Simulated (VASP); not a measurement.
Wanted: the native input for a VASP 6.6.1 run.

| Quantity | Value |
| --- | --- |
| Task | single point |
| Functional | SVWN5 |
| Potentials or basis | VASP PAW PBE potentials, release 64 (Os) |
| Cutoff | 520 eV |
| k mesh | 12 × 12 × 12 |
| Occupations | methfessel-paxton, width 0.05 eV |
| Spin | collinear spin |
| Starting moments | [1.0] μB |
| Dipole correction | no |
| Further INCAR settings | ALGO = Normal; EDIFF = 1e-07; NBANDS = 14 |

The structure of Os lies in POSCAR:

```
Os
1.0
    0.0000000000      1.9831469396      1.9831469396
    1.9831469396      0.0000000000      1.9831469396
    1.9831469396      1.9831469396      0.0000000000
Os
1
Direct
    0.0000000000      0.0000000000      0.0000000000
```

This isn't the form of Os at room conditions, which is hcp.

One way to write it, as run:

INCAR

```
SYSTEM = Os
PREC = Accurate
ENCUT = 520
EDIFF = 1E-7
ISMEAR = 1
SIGMA = 0.05
LREAL = .False.
LASPH = .True.
NELM = 150
ALGO = Normal
ISIF = 2
LWAVE = .False.
LCHARG = .False.
ISPIN = 2
MAGMOM = 1
LORBIT = 11
LMAXMIX = 4
GGA = VW
NBANDS = 14
```

KPOINTS

```
regular mesh
0
Gamma
  12 12 12
  0 0 0
```

Potentials or basis: VASP PAW PBE potentials, release 64 (Os).

Command:

```bash
$ cat potpaw_PBE.64/Os/POTCAR > POTCAR
$ mpirun -np 1 vasp_std > vasp.out
```

It gave:

| Property | Result |
| --- | --- |
| Pressure | -41.4 GPa |
| Band gap on the k mesh | zero (filled and empty bands overlap) |
| Net moment | 0.03 μB per cell |
| Site moments | Os +0.03 μB |
| Valence electrons inside the program's atomic spheres | Os 7.13 |

Caveat: the cell stands under tension; the PAW data sets were made with another functional, which shifts forces and pressure a little; spin-orbit coupling is left out, which moves the levels of the heavy elements.

Wall time 53 s on 1 thread of Intel Xeon 8259CL (shared host), peak memory 0.16 GiB.
